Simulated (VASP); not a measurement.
## Ta: single point with PBEsol

Crystal: Ta.

```
Ta
1.0
    -1.71384    1.66380    1.60595
     1.69320   -1.68230    1.60382
     1.68622    1.65469   -1.62445
Ta
1
Direct
  0.00000 0.00000 0.00000
```

```yaml
Program: VASP 6.6.1
Task: single point
Functional: PBEsol
Potentials_or_basis: VASP PAW PBE potentials, release 64 (Ta_pv)
Cutoff: 520 eV
k_mesh: 8 × 8 × 8
Occupations: gaussian, width 0.05 eV
Spin: no spin polarisation
```

The pressure is -5.0 GPa.

Stress tensor (GPa, compression positive):
```
-8.15  1.22  1.05
 1.22 -5.58  0.81
 1.05  0.81 -1.14
```

Levels at points of the mesh, in eV from the Fermi level:
```tsv
k point	band 4	band 5	band 6	band 7	band 8	band 9
(0.00, 0.00, 0.00)	-7.95	0.32	0.78	1.08	3.58	4.37
(0.50, 0.00, 0.00)	-4.38	-1.83	1.87	4.08	5.12	7.92
(0.00, 0.50, 0.00)	-4.39	-1.60	1.74	3.68	5.05	7.86
(0.50, 0.50, 0.00)	-4.45	-1.22	1.27	3.48	4.81	7.61
(0.00, 0.00, 0.50)	-4.41	-1.14	1.52	3.25	4.53	7.82
(0.50, 0.00, 0.50)	-4.42	-1.65	1.55	3.87	5.24	7.71
(0.00, 0.50, 0.50)	-4.41	-1.88	1.69	4.25	5.30	7.79
(0.50, 0.50, 0.50)	-3.90	-3.76	6.61	6.79	7.15	8.05
```

Wall time 24 s on 1 thread of AMD EPYC 9R45 96-Core Processor (Zen 5), with other jobs on the host, peak memory 0.15 GiB.

Caveat: the PAW data sets were made with another functional, which shifts forces and pressure a little; spin-orbit coupling is left out, which moves the levels of the heavy elements.
